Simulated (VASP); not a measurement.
Here is a VASP 6.6.1 calculation.

INCAR

```
SYSTEM = GaP
PREC = Accurate ; ENCUT = 600
EDIFF = 1E-7 ; ISMEAR = -1
SIGMA = 0.05 ; LREAL = .False.
LASPH = .True. ; NELM = 80
ALGO = Normal ; ISIF = 3
LWAVE = .False. ; LCHARG = .False.
GGA = B5 ; ALDAX = 1.0
AGGAX = 1.0 ; AGGAC = 1.0
ALDAC = 0.0 ; IVDW = 12
VDW_S6 = 1.0 ; VDW_S8 = 2.6996
VDW_A1 = 0.4298 ; VDW_A2 = 4.2359
IBRION = 2 ; NSW = 60
EDIFFG = -0.01
```

KPOINTS

```
regular mesh
0
Gamma
  8 8 8
  0 0 0
```

Contents of POSCAR:

```
GaP
1.0
    0.0000000000      2.7252500000      2.7252500000
    2.7252500000      0.0000000000      2.7252500000
    2.7252500000      2.7252500000      0.0000000000
Ga P
1 1
Direct
    0.0000000000      0.0000000000      0.0000000000
    0.7500000000      0.7500000000      0.7500000000
```

Potentials or basis: VASP PAW PBE potentials, release 64 (Ga_d, P).

Command:

```bash
$ cat potpaw_PBE.64/Ga_d/POTCAR potpaw_PBE.64/P/POTCAR > POTCAR
$ mpirun -np 1 vasp_std > vasp.out
```

(1) Predict the dispersion energy per atom.

(2) Estimate the band gap on the k mesh.

Answers

(1) -0.707 eV.

(2) 1.67 eV, indirect (least direct gap 1.71 eV).
